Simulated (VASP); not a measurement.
Input of a VASP 6.6.1 run:

Contents of INCAR:

```
SYSTEM = GaN
ALGO = Normal
EDIFF = 1E-6
EDIFFG = -0.05
ENCUT = 600
GGA = PE
IBRION = 2
ISIF = 3
ISMEAR = -1
LASPH = .TRUE.
LCHARG = .FALSE.
LREAL = .FALSE.
LWAVE = .FALSE.
NELM = 60
NSW = 80
PREC = Accurate
PSTRESS = 20.0
SIGMA = 0.1
```

KPOINTS

```
k-points
0
G
  8 8 8
  0 0 0
```

Contents of POSCAR:

```
GaN
1.0
    0.0000000000      2.2535006100      2.2535006100
    2.2535006100      0.0000000000      2.2535006100
    2.2535006100      2.2535006100      0.0000000000
Ga N
1 1
Direct
    0.0000000000      0.0000000000      0.0000000000
    0.7500000000      0.7500000000      0.7500000000
```

Potentials or basis: VASP PAW PBE potentials, release 64 (Ga_d, N).

Run with:

```console
$ cat potpaw_PBE.64/Ga_d/POTCAR potpaw_PBE.64/N/POTCAR > POTCAR
$ mpirun -np 1 vasp_std > vasp.out
```

Q: What does it give for the relaxed cell?

A: a = 3.204 Å, b = 3.204 Å, c = 3.204 Å, α = 60.00°, β = 60.00°, γ = 60.00°.

Q: What does it give for the relaxed volume?

A: 11.63 Å³/atom.

Q: Predict the band gap on the k mesh.

A: 1.62 eV, direct.

Final structure:
```
Ga N
1.0
     0.00000    2.26559    2.26559
     2.26559    0.00000    2.26559
     2.26559    2.26559    0.00000
Ga N
1 1
Cartesian
  0.0000 0.0000 0.0000
  3.3984 3.3984 3.3984
```

Caveat: the cell is relaxed towards a set pressure, so the enthalpy falls and the energy may rise. PBE gaps usually lie below the measured ones, often by a third to a half.
